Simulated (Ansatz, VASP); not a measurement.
One calculation of Fe2O3, two programs

The input INCAR:

```
PREC = Accurate
ENCUT = 520
EDIFF = 1E-7
ISMEAR = 0
SIGMA = 0.1
LREAL = F
LASPH = T
NELM = 150
ALGO = Normal
ISIF = 2
LWAVE = F
LCHARG = F
ISPIN = 2
MAGMOM = 4 4 4 4 0 0 0 0 0 0
LORBIT = 11
LMAXMIX = 4
GGA = PS
NBANDS = 49
```

Contents of KPOINTS:

```
regular mesh
0
Gamma
  6 6 6
```

File POSCAR:

```
Fe2O3
1.0
    2.5190000000      1.4543453281      4.5906666667
   -2.5190000000      1.4543453281      4.5906666667
    0.0000000000     -2.9086906562      4.5906666667
Fe O
4 6
Direct
    0.3553000000      0.3553000000      0.3553000000
    0.1447000000      0.1447000000      0.1447000000
    0.6447000000      0.6447000000      0.6447000000
    0.8553000000      0.8553000000      0.8553000000
    0.5559000000      0.9441000000      0.2500000000
    0.2500000000      0.5559000000      0.9441000000
    0.9441000000      0.2500000000      0.5559000000
    0.4441000000      0.0559000000      0.7500000000
    0.7500000000      0.4441000000      0.0559000000
    0.0559000000      0.7500000000      0.4441000000
```

Input for Ansatz:

```yaml
crystal:
  lattice:
    - [2.519, 1.4543453281, 4.5906666667]
    - [-2.519, 1.4543453281, 4.5906666667]
    - [0.0, -2.9086906562, 4.5906666667]
  atoms:
    - { symbol: Fe, position: [0.3553, 0.3553, 0.3553], spin: 4.0 }
    - { symbol: Fe, position: [0.1447, 0.1447, 0.1447], spin: 4.0 }
    - { symbol: Fe, position: [0.6447, 0.6447, 0.6447], spin: 4.0 }
    - { symbol: Fe, position: [0.8553, 0.8553, 0.8553], spin: 4.0 }
    - { symbol: O, position: [0.5559, 0.9441, 0.25] }
    - { symbol: O, position: [0.25, 0.5559, 0.9441] }
    - { symbol: O, position: [0.9441, 0.25, 0.5559] }
    - { symbol: O, position: [0.4441, 0.0559, 0.75] }
    - { symbol: O, position: [0.75, 0.4441, 0.0559] }
    - { symbol: O, position: [0.0559, 0.75, 0.4441] }
basis:
  ecutwfc: 420
kpoints:
  mp_grid: { grid: [6, 6, 6] }
hamiltonian:
  xc: pbesol
scf:
  occupations: { method: gaussian, width: 0.1 }
  lower_state_search: "off"
output:
  forces: true
  stress: true
  eigenvalues: true
  populations: true
magnetization:
  spin_polarized: true
```

Alike in both runs: task single point; functional PBEsol; k mesh 6 × 6 × 6; occupations gaussian, width 0.1 eV; collinear spin.

```csv
,VASP,Ansatz
version,VASP 6.6.1,Ansatz 0.2.0
potentials or method,"VASP PAW PBE potentials, release 64 (Fe, O), cutoff 520 eV","scalar-relativistic, plane waves, PAW"
valence electrons in the cell,68,100
```

```tsv
	VASP	Ansatz	Ansatz less VASP
gap on the k mesh at the Fermi level (eV)	none	none	-
pressure (GPa)	-13.6	-13.0	+0.61
traceless stress, the component that is largest in VASP (GPa)	0.28	0.23	-0.045
rms of the force components (eV/Å)	0.367	0.353	-0.0140
net moment per atom (μB)	1.33	1.37	+0.049
size of the moment on the site where the two differ most (μB)	3.02	2.86	-0.152
```

VASP's potentials were made for PBE, not for PBEsol. Site moments also hang on the region over which each program counts them. Atom by atom the forces differ by 0.014 eV/Å (rms over components). A gap of «none» marks a metal or a gap that the smearing closes. The functional is the same, so the differences come from potentials, cutoffs and numerics. VASP's potentials hold 68 valence electrons a cell and Ansatz's 100, so a difference there can come from the potentials and not from the codes.
